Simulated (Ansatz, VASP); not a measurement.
**Two plane-wave programs on AlRu4**

```
Al Ru
1.0
     4.72979    0.00000    0.01080
     0.00000    4.33770    0.00000
    -2.34942    0.00000    6.77227
Al Ru
2 8
Direct
  0.26037 0.75000 0.19834
  0.73963 0.25000 0.80166
  0.13501 0.25000 0.60022
  0.86499 0.75000 0.39978
  0.53245 0.25000 0.39988
  0.05612 0.75000 0.79403
  0.34616 0.25000 0.00857
  0.46755 0.75000 0.60012
  0.94388 0.25000 0.20597
  0.65384 0.75000 0.99143
```

Alike in both runs: functional PBE; k mesh 4 × 4 × 3; occupations gaussian, width 0.2 eV; no spin polarisation.

Ansatz relaxed the structure, and its values are those at the end. VASP's run is a single point on that final structure, the one shown.

```csv
,VASP,Ansatz
version,VASP 6.6.1,Ansatz 0.2.0
potentials or method,"VASP PAW PBE potentials, release 64 (Al, Ru_pv), cutoff 520 eV","scalar-relativistic, plane waves, PAW"
valence electrons in the cell,118,134
```

```tsv
	VASP	Ansatz	Ansatz less VASP
gap on the k mesh at the Fermi level (eV)	none	none	-
pressure (GPa)	0.0	0.0	+0.02
rms of the force components (eV/Å)	0.019	0.019	-0.0007
```

A gap of «none» marks a metal or a gap that the smearing closes. VASP's potentials hold 118 valence electrons a cell and Ansatz's 134, so a difference there can come from the potentials and not from the codes.

The k mesh is coarse, so the values compare programs but aren't converged.
